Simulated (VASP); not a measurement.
A run of VASP 6.6.1 is set up as follows.

File INCAR:

```
SYSTEM = Pb
ALGO     = Fast           ! electronic algorithm
EDIFF    = 1E-6           ! SCF threshold, eV
ENCUT    = 520            ! plane-wave cutoff, eV
GGA      = PS             ! functional
ISIF     = 2              ! what is computed and relaxed
ISMEAR   = -1             ! smearing method
LASPH    = .TRUE.         ! aspherical terms in the spheres
LCHARG   = .FALSE.        ! write CHGCAR
LREAL    = .FALSE.        ! projectors in reciprocal space
LWAVE    = .FALSE.        ! write WAVECAR
NBANDS   = 21             ! bands
NELM     = 100            ! most SCF steps
PREC     = Accurate       ! precision mode
SIGMA    = 0.05           ! smearing width, eV
```

File KPOINTS:

```
k-points
0
G
  9 9 5
  0 0 0
```

File POSCAR:

```
Pb
1.0
    2.8542915940     -1.6626547898     -0.5019553233
    2.8542915940      1.6626547898     -0.5019553233
   -2.9940292874      0.0000000000      5.9954126225
Pb
2
Direct
    1.0000543935      1.0000543935      0.7499928883
   -0.0000543935     -0.0000543935      0.2500071117
```

Potentials or basis: VASP PAW PBE potentials, release 64 (Pb_d).

Launch:

```bash
$ cat potpaw_PBE.64/Pb_d/POTCAR > POTCAR
$ mpirun -np 1 vasp_std > vasp.out
```

**Question.** Predict the band gap on the k mesh.

**Answer.** Zero (band 14 reaches 15.45 eV, above the bottom of band 15 at 7.17 eV).

**Question.** Estimate the pressure.

**Answer.** 9.9 GPa.

Caveat: the PAW data sets were made with another functional, which shifts forces and pressure a little; spin-orbit coupling is left out, which moves the levels of the heavy elements.
